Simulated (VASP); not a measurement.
# Mo (Fd-3m) in VASP: a series of runs

The runs below take Mo through single point, with LDA.

All numbers are computed with VASP 6.6.1; they aren't measurements. Logs are shortened: lines on timing, memory, paths and dates and some standing lists are left out, and cuts for length are marked.

## Step 1: The cell of the first run

The structure is cubic, space group Fd-3m (No. 227). Conventional cell: a = 5.417 Å, b = 5.417 Å, c = 5.417 Å, α = 90.00°, β = 90.00°, γ = 90.00°. Mo (site symmetry -43m) has 4 Mo at 2.35 Å within 3.1 Å.

## Step 2: Single point, LDA (volume scaled by 0.92)

Contents of INCAR:

```
PREC = Accurate
ENCUT = 520
EDIFF = 1E-6
ISMEAR = -1
SIGMA = 0.1
LREAL = False
LASPH = True
NELM = 60
ALGO = Normal
ISIF = 2
LWAVE = False
LCHARG = False
GGA = CA
NBANDS = 21
```

Contents of KPOINTS:

```
Automatic mesh
0
Gamma
  11 11 11
```

Contents of POSCAR:

```
Mo
1.0
    0.0000000000      2.7085377006      2.7085377006
    2.7085377006      0.0000000000      2.7085377006
    2.7085377006      2.7085377006      0.0000000000
Mo
2
Direct
    0.1250000000      0.1250000000      0.1250000000
    0.8750000000      0.8750000000      0.8750000000
```

Potentials or basis: VASP PAW LDA potentials, release 64 (Mo_sv).

Run with:

```
$ cat potpaw_LDA.64/Mo_sv/POTCAR > POTCAR
$ mpirun -np 1 vasp_std > vasp.out
```

OUTCAR:

```text
PREC = Accurate
   ENCUT = 520
   EDIFF = 1E-6
   ISMEAR = -1
   LREAL = False
   LASPH = True
   NELM = 60
   ISIF = 2
   GGA = CA

 ion  position               nearest neighbor table
   1  0.125  0.125  0.125-   2 2.35   2 2.35   2 2.35   2 2.35
   2  0.875  0.875  0.875-   1 2.35   1 2.35   1 2.35   1 2.35

  LATTYP: Found a face centered cubic cell.
 ALAT       =     5.4170754012

  Lattice vectors:

 A1 = (   0.0000000000,   2.7085377006,   2.7085377006)
 A2 = (   2.7085377006,   0.0000000000,   2.7085377006)
 A3 = (   2.7085377006,   2.7085377006,   0.0000000000)

Analysis of symmetry for initial positions (statically):
[... 5 lines left out ...]
 face centered cubic supercell.

 Subroutine GETGRP returns: Found 48 space group operations
 (whereof 12 operations were pure point group operations)
 out of a pool of 48 trial point group operations.

The static configuration has the point symmetry D_3d.
 The point group associated with its full space group is O_h .

Analysis of symmetry for dynamics (positions and initial velocities):
[... 5 lines left out ...]
 face centered cubic supercell.

 Subroutine GETGRP returns: Found 48 space group operations
 (whereof 12 operations were pure point group operations)
 out of a pool of 48 trial point group operations.

The dynamic configuration has the point symmetry D_3d.
 The point group associated with its full space group is O_h .

 Subroutine INISYM returns: Found 48 space group operations
 (whereof 12 operations are pure point group operations),
 and found     1 'primitive' translations

----------------------------------------------------------------------------------------

                                     Primitive cell

  volume of cell :      39.7406

  direct lattice vectors                    reciprocal lattice vectors
     0.000000000  2.708537701  2.708537701    -0.184601455  0.184601455  0.184601455
     2.708537701  0.000000000  2.708537701     0.184601455 -0.184601455  0.184601455
     2.708537701  2.708537701  0.000000000     0.184601455  0.184601455 -0.184601455

  length of vectors
     3.830450750  3.830450750  3.830450750     0.319739099  0.319739099  0.319739099

  position of ions in fractional coordinates (direct lattice)
     0.125000000  0.125000000  0.125000000
     0.875000000  0.875000000  0.875000000

  ion indices of the primitive-cell ions
   primitive index   ion index
                 1           1
                 2           2

----------------------------------------------------------------------------------------

 KPOINTS: Automatic mesh

Automatic generation of k-mesh.
 Grid dimensions read from file:
 generate k-points for:   11   11   11

 Generating k-lattice:

  Cartesian coordinates                     Fractional coordinates (reciprocal lattice)
    -0.016781950  0.016781950  0.016781950     0.090909091  0.000000000  0.000000000
     0.016781950 -0.016781950  0.016781950     0.000000000  0.090909091  0.000000000
     0.016781950  0.016781950 -0.016781950     0.000000000  0.000000000  0.090909091

  Length of vectors
     0.029067191  0.029067191  0.029067191

  Shift w.r.t. Gamma in fractional coordinates (k-lattice)
     0.000000000  0.000000000  0.000000000

 Subroutine IBZKPT returns following result:
 ===========================================

 Found     56 irreducible k-points:

 Following reciprocal coordinates:
            Coordinates               Weight
  0.000000  0.000000  0.000000      1.000000
  0.090909  0.000000  0.000000      8.000000
  0.181818  0.000000  0.000000      8.000000
  0.272727  0.000000  0.000000      8.000000
  0.363636  0.000000  0.000000      8.000000
  0.454545  0.000000  0.000000      8.000000
[... 16 lines left out ...]
 -0.272727  0.181818  0.000000     24.000000
 -0.181818  0.181818  0.000000     12.000000
 [... further k-points ...]
   k-points           NKPTS =     56   k-points in BZ     NKDIM =     56   number of bands    NBANDS=     21
   number of dos      NEDOS =    301   number of ions     NIONS =      2
   total plane-waves  NPLWV =  21952
   dimension x,y,z NGX =    28 NGY =   28 NGZ =   28
   dimension x,y,z NGXF=    56 NGYF=   56 NGZF=   56
   ions per type =               2
   NGX,Y,Z   is equivalent  to a cutoff of  12.15, 12.15, 12.15 a.u.
   NGXF,Y,Z  is equivalent  to a cutoff of  24.30, 24.30, 24.30 a.u.
 SYSTEM =  unknown system
   PREC   = accura    normal or accurate (medium, high low for compatibility)
   ISTART =      0    job   : 0-new  1-cont  2-samecut
   ICHARG =      2    charge: 1-file 2-atom 10-const
   ISPIN  =      1    spin polarized calculation?
   LNONCOLLINEAR =      F non collinear calculations
   LSORBIT =      F    spin-orbit coupling
   LASPH  =      T    aspherical Exc in radial PAW
   ENCUT  =  520.0 eV  38.22 Ry    6.18 a.u.   7.12  7.12  7.12*2*pi/ulx,y,z
   NELM   =     60;   NELMIN=  2; NELMDL= -5     # of ELM steps
   EDIFF  = 0.1E-05   stopping-criterion for ELM
   LREAL  =      F    real-space projection
   EDIFFG = 0.1E-04   stopping-criterion for IOM
   NSW    =      0    number of steps for IOM
   IBRION =     -1    ionic relax: 0-MD 1-quasi-New 2-CG
   NFREE  =      0    steps in history (QN), initial steepest desc. (CG)
   ISIF   =      2    stress and relaxation
   ISYM   =      2    0-nonsym 1-usesym 2-fastsym
   POTIM  = 0.5000    time-step for ionic-motion
   TEBEG  =    0.0;   TEEND  =   0.0 temperature during run
   PSTRESS=    0.0 pullay stress
   NELECT =      28.0000    total number of electrons
   NUPDOWN=      -1.0000    fix difference up-down
   EMIN   =  10.00;   EMAX   =-10.00  energy-range for DOS
   EFERMI =   0.00;   METHOD = LEGACY
   ISMEAR =    -1;   SIGMA  =   0.10  broadening in eV -4-tet -1-fermi 0-gaus
   EFERMI_NEDOS =   21; number of points for ismear=-14 and -15
   IALGO  =     38    algorithm
   IMIX   =      4    mixing-type and parameters
     AMIX     =   0.40;   BMIX     =  1.00
     AMIX_MAG =   1.60;   BMIX_MAG =  1.00
  volume/ion in A,a.u.               =      19.87       134.09
  Fermi-wavevector in a.u.,A,eV,Ry     =   1.456742  2.752843 28.872884  2.122097
  Thomas-Fermi vector in A             =   2.573625
   LORBIT       =      0    0 simple, 1 ext, 2 COOP (PROOUT), +10 PAW based schemes
   GGA     = CA    functional components
   LHFCALC =     F    Hartree Fock is set to
   AEXX    =    0.0000 exact exchange contribution
   IVDW    =     0    specifies the selected vdW correction
   LEPSILON=     F    determine dielectric tensor
   LRPA    =     F    only Hartree local field effects (RPA)
 non-spin polarized calculation
  energy-cutoff  :      520.00
  volume of cell :       39.74
 maximum number of plane-waves:      1081
   NGX = 15   NGY = 15   NGZ = 15

 number of electron      28.0000006 magnetization

 Free energy of the ion-electron system (eV)
  ---------------------------------------------------
  ext. energy  EPLUGINS =         0.00000000
  ---------------------------------------------------
  free energy    TOTEN  =       -19.43841808 eV

  energy without entropy =      -19.36546900  energy(sigma->0) =      -19.40194354

 E-fermi :   8.4782     XC(G=0): -11.8346

 val. band max:        8.4710206404   @ k =   0.3636   0.1818   0.0909
 cond. band min:       8.4813385240   @ k =  -0.2727   0.2727   0.0000
 fundamental gap:      0.0103178836
 Fermi energy:         8.4782141009

 k-point     1 :       0.0000    0.0000    0.0000
  band No.  band energies     occupation
      1     -51.8793      2.00000
      2     -50.7542      2.00000
      3     -26.5517      2.00000
      4     -26.5517      2.00000
      5     -26.5517      2.00000
      6     -24.9590      2.00000
[... 13 lines left out ...]
     20      20.2853      0.00000
     21      21.1232      0.00000

 k-point     2 :       0.0909    0.0000    0.0000
  band No.  band energies     occupation
      1     -51.8632      2.00000
      2     -50.7722      2.00000
      3     -26.5691      2.00000
      4     -26.5691      2.00000
      5     -26.5516      2.00000
      6     -24.9570      2.00000
[... 13 lines left out ...]
     20      19.5791      0.00000
     21      21.2087      0.00000

 k-point     3 :       0.1818    0.0000    0.0000
  band No.  band energies     occupation
      1     -51.8171      2.00000
      2     -50.8234      2.00000
      3     -26.6139      2.00000
      4     -26.6139      2.00000
      5     -26.5521      2.00000
      6     -24.9503      2.00000
[... 13 lines left out ...]
     20      18.9923      0.00000
     21      20.5721      0.00000

 k-point     4 :       0.2727    0.0000    0.0000
  band No.  band energies     occupation
      1     -51.7485      2.00000
      2     -50.8986      2.00000
      3     -26.6687      2.00000
      4     -26.6687      2.00000
      5     -26.5549      2.00000
      6     -24.9388      2.00000
[... 13 lines left out ...]
     20      17.7899      0.00000
     21      19.0108      0.00000

 k-point     5 :       0.3636    0.0000    0.0000
  band No.  band energies     occupation
      1     -51.6725      2.00000
      2     -50.9806      2.00000
      3     -26.7160      2.00000
      4     -26.7160      2.00000
      5     -26.5594      2.00000
      6     -24.9256      2.00000
[... 13 lines left out ...]
     20      15.5892      0.00000
     21      18.8693      0.00000
[... 382 lines left out ...]
     20      13.7692      0.00000
     21      17.9421      0.00000

 k-point    22 :      -0.3636    0.1818    0.0000
  band No.  band energies     occupation
      1     -51.5775      2.00000
      2     -51.0814      2.00000
      3     -26.9112      2.00000
      4     -26.7703      2.00000
      5     -26.3096      2.00000
      6     -25.1642      2.00000
[... 13 lines left out ...]
     20      14.4974      0.00000
     21      17.7996      0.00000

 k-point    23 :      -0.2727    0.1818    0.0000
  band No.  band energies     occupation
      1     -51.6468      2.00000
      2     -51.0081      2.00000
      3     -26.8712      2.00000
      4     -26.7201      2.00000
      5     -26.3652      2.00000
      6     -25.1142      2.00000
[... 13 lines left out ...]
     20      16.3453      0.00000
     21      18.0135      0.00000

 k-point    24 :      -0.1818    0.1818    0.0000
  band No.  band energies     occupation
      1     -51.7223      2.00000
      2     -50.9270      2.00000
      3     -26.7964      2.00000
      4     -26.6656      2.00000
      5     -26.4357      2.00000
      6     -25.0535      2.00000
[... 13 lines left out ...]
     20      18.4250      0.00000
     21      18.6213      0.00000

 [... further k-points ...]
[... 5 lines left out ...]
  --------------------------------------------------------------------------------------
  -------------------------------------------------------------------------------------
  Total        3.3242841      3.3242841      3.3242841     -0.0000000     -0.0000000      0.0000000
  in kB      134.0213738    134.0213738    134.0213738     -0.0000000     -0.0000000      0.0000000
  external PRESSURE =     134.0213738 kB  Pullay stress =       0.0000000 kB

 VOLUME and BASIS-vectors are now :
 -----------------------------------------------------------------------------
  energy-cutoff  :      520.00
  volume of cell :       39.74
      direct lattice vectors                 reciprocal lattice vectors
     0.000000000  2.708537701  2.708537701    -0.184601455  0.184601455  0.184601455
     2.708537701  0.000000000  2.708537701     0.184601455 -0.184601455  0.184601455
     2.708537701  2.708537701  0.000000000     0.184601455  0.184601455 -0.184601455

 POSITION                                       TOTAL-FORCE (eV/Angst)
 -----------------------------------------------------------------------------------
      0.67713      0.67713      0.67713         0.000000      0.000000      0.000000
      4.73994      4.73994      4.73994        -0.000000     -0.000000     -0.000000
 -----------------------------------------------------------------------------------
    total drift:                                0.000000     -0.000000     -0.000000

  FREE ENERGIE OF THE ION-ELECTRON SYSTEM (eV)
  ---------------------------------------------------
  free  energy   TOTEN  =       -19.4384180812 eV

  energy  without entropy=      -19.3654690017  energy(sigma->0) =      -19.40194354
```

Run time: 17 s. Hardware: 1 thread of AMD EPYC 9R45 (Zen 5), shared host; peak memory 0.13 GiB.

Results:

* Free energy: -19.4384 eV
* Pressure: 13.4 GPa
* Band gap on the k mesh: zero (band 14 reaches 8.83 eV, above the bottom of band 15 at 8.26 eV)

(Part 1 of 2 ends here.)
